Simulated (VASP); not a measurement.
Wanted: the native input for a VASP 6.6.1 run.

- Task: relaxation of cell and atoms
- Functional: PBEsol
- Potentials or basis: VASP PAW PBE potentials, release 64 (Tl_d)
- Cutoff: 500 eV
- k mesh: 18 × 18 × 10
- Occupations: gaussian, width 0.1 eV
- Spin: no spin polarisation
- Dipole correction: no
- Further INCAR settings: ALGO = Normal; EDIFF = 1e-07; IBRION = 2; EDIFFG = -0.01; NSW = 100; ISIF = 3

The structure of Tl lies in POSCAR:

```
Tl
1.0
    3.4559983565      0.0000000000      0.0000000000
   -1.7279991783      2.9929823722      0.0000000000
    0.0000000000      0.0000000000      5.5250000000
Tl
2
Direct
    0.3333333333      0.6666666667      0.2500000000
    0.6666666667      0.3333333333      0.7500000000
```

These files were run (other wordings do the same):

INCAR

```
PREC = Accurate
ENCUT = 500
EDIFF = 1E-7
ISMEAR = 0
SIGMA = 0.1
LREAL = F
LASPH = T
NELM = 120
ALGO = Normal
ISIF = 3
LWAVE = F
LCHARG = F
GGA = PS
IBRION = 2
NSW = 100
EDIFFG = -0.01
GGA_COMPAT = F
NELMIN = 4
```

KPOINTS

```
regular mesh
0
Gamma
  18 18 10
```

Potentials or basis: VASP PAW PBE potentials, release 64 (Tl_d).

Launch:

```sh
$ cat potpaw_PBE.64/Tl_d/POTCAR > POTCAR
$ mpirun -np 1 vasp_std > vasp.out
```

It gave:

| Quantity | Value |
| --- | --- |
| Relaxed volume | 28.57 Å³/atom |
| Relaxed cell | a = 3.462 Å, b = 3.462 Å, c = 5.505 Å, α = 90.00°, β = 90.00°, γ = 120.00° |
| Space group after relaxing (to 0.1 Å) | P6_3/mmc (No. 194) |
| Energy gained by relaxing | 0.1 meV/atom |
| Ionic steps | 5 |
| Pressure after relaxing | 0.0 GPa |
| Band gap on the k mesh | zero (bands 13 and 14 overlap by 5.86 eV) |

Caveat: the PAW data sets were made with another functional, which shifts forces and pressure a little; spin-orbit coupling is left out, which moves the levels of the heavy elements.

Wall time 4.8 min on 1 thread of Oxide Virtual Turin-like Processor (shared host), peak memory 0.28 GiB.
